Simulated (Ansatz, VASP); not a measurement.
## Two plane-wave programs on BeS4

Contents of INCAR:

```
SYSTEM = BeS4
PREC = Accurate ; ENCUT = 600
EDIFF = 1E-6 ; ISMEAR = 0
SIGMA = 0.1 ; LREAL = .FALSE.
LASPH = .TRUE. ; NELM = 80
ALGO = Normal ; ISIF = 3
LWAVE = .FALSE. ; LCHARG = .FALSE.
GGA = PE ; IBRION = 2
NSW = 90 ; EDIFFG = -0.04
```

KPOINTS

```
regular mesh
0
G
  4 4 4
  0 0 0
```

The input POSCAR:

```
BeS4
1.0
    4.8304685100      0.0000000000      0.0000000000
    0.0000000000      4.8304685100      0.0000000000
    0.0000000000      0.0000000000      6.7367318700
Be S
1 4
Direct
    0.5000000000      0.5000000000      0.2119313300
    0.1960558900      0.1960558900      0.8278028300
    0.8039441100      0.8039441100      0.8278028300
    0.8039441100      0.1960558900      0.8278028300
    0.1960558900      0.8039441100      0.8278028300
```

Input for Ansatz:

```yaml
crystal:
  lattice:
    - [4.83046851, 0.0, 0.0]
    - [0.0, 4.83046851, 0.0]
    - [0.0, 0.0, 6.73673187]
  atoms:
    - { symbol: Be, position: [0.5, 0.5, 0.21193133] }
    - { symbol: S, position: [0.19605589, 0.19605589, 0.82780283] }
    - { symbol: S, position: [0.80394411, 0.80394411, 0.82780283] }
    - { symbol: S, position: [0.80394411, 0.19605589, 0.82780283] }
    - { symbol: S, position: [0.19605589, 0.80394411, 0.82780283] }
basis:
  ecutwfc: 420
kpoints:
  mp_grid: { grid: [4, 4, 4] }
hamiltonian:
  xc: pbe
scf:
  occupations: { method: gaussian, width: 0.1 }
  lower_state_search: "off"
output:
  forces: true
  stress: true
  eigenvalues: true
relax:
  adjacent_minimum: "off"
  f_tol: 0.04
  max_steps: 70
  cell: { stress_tol: 0.4 }
```

Alike in both runs: task relaxation of cell and atoms; functional PBE; k mesh 4 × 4 × 4; occupations gaussian, width 0.1 eV; no spin polarisation.

|  | VASP | Ansatz |
| --- | --- | --- |
| version | VASP 6.6.1 | Ansatz 0.2.0 |
| potentials or method | VASP PAW PBE potentials, release 64 (Be, S), cutoff 600 eV | scalar-relativistic, plane waves, PAW |
| valence electrons in the cell | 26 | 26 |

|  | VASP | Ansatz | Ansatz less VASP |
| --- | --- | --- | --- |
| gap on the k mesh at the Fermi level, each at its own relaxed structure (eV) | none | none | - |
| relaxed volume (Å³/atom) | 17.13 | 17.13 | +0.003 |
| relaxed cell length with the largest relative difference (Å) | 3.361 | 3.367 | +0.0064 |

A gap of «none» marks a metal or a gap that the smearing closes.

Noted on VASP's run: the volume moved by over 15 % at a fixed basis, so the end points are rough.
